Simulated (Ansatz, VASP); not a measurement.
# IrRh2: VASP beside Ansatz

```
Ir Rh
1.0
     2.75285    0.00000    0.00000
    -1.37642    2.38404    0.00000
     0.00000    0.00000   13.05872
Ir Rh
2 4
Direct
  0.33333 0.66667 0.41668
  0.66667 0.33333 0.58332
  0.33333 0.66667 0.75042
  0.33333 0.66667 0.08250
  0.66667 0.33333 0.91750
  0.66667 0.33333 0.24958
```

Alike in both runs: functional PBE; k mesh 6 × 6 × 2; occupations gaussian, width 0.1 eV; no spin polarisation.

Ansatz relaxed the structure, and its values are those at the end. VASP's run is a single point on that final structure, the one shown.

```csv
,VASP,Ansatz
version,VASP 6.6.1,Ansatz 0.2.0
potentials or method,"VASP PAW PBE potentials, release 64 (Ir, Rh_pv), cutoff 520 eV","scalar-relativistic, plane waves, PAW"
valence electrons in the cell,78,102
```

Ansatz gave:

* gap on the k mesh at the Fermi level (eV): none
* pressure (GPa): 0.0
* rms of the force components (eV/Å): 0.005

**Question.** Which values does VASP return?

**Answer.** gap on the k mesh at the Fermi level (eV): none; pressure (GPa): 0.2; rms of the force components (eV/Å): 0.010.

A gap of «none» marks a metal or a gap that the smearing closes. VASP's potentials hold 78 valence electrons a cell and Ansatz's 102, so a difference there can come from the potentials and not from the codes.

The k mesh is coarse, so the values compare programs but aren't converged. Neither program's run includes spin-orbit coupling.
